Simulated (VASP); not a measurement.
K2S: single point with PBE

The system is K2S.

```
CELL_PARAMETERS angstrom
0.00000 3.69550 3.69550
3.69550 0.00000 3.69550
3.69550 3.69550 0.00000
ATOMIC_POSITIONS crystal
K 0.25000 0.25000 0.25000
K 0.75000 0.75000 0.75000
S 0.00000 0.00000 0.00000
```

```
Program             : VASP 6.6.1
Task                : single point
Functional          : PBE
Potentials or basis : VASP PAW PBE potentials, release 64 (K_sv, S)
Cutoff              : 500 eV
k mesh              : 8 × 8 × 8
Occupations         : gaussian, width 0.05 eV
Spin                : no spin polarisation
```

The pressure is 0.6 GPa and the band gap on the k mesh is 2.39 eV, indirect (least direct gap 2.59 eV).

Levels at points of the mesh, in eV from the valence-band top:
| k point | band 10 | band 11 | band 12 | band 13 | band 14 | band 15 |
| --- | --- | --- | --- | --- | --- | --- |
| (0.00, 0.00, 0.00) | -0.20 | -0.20 | -0.20 | 2.39 | 5.47 | 5.47 |
| (0.50, 0.00, 0.00) | -0.62 | -0.07 | -0.07 | 4.73 | 5.04 | 5.83 |
| (0.50, 0.50, 0.00) | -0.75 | 0.00 | 0.00 | 3.51 | 5.30 | 6.62 |

It took 53 s on 1 thread of Intel(R) Xeon(R) Platinum 8375C CPU @ 2.90GHz (Ice Lake) (shared host), peak memory 0.25 GiB.

A k mesh can miss the band edges. A hybrid or GW would open this gap; PBE tends to underestimate it.
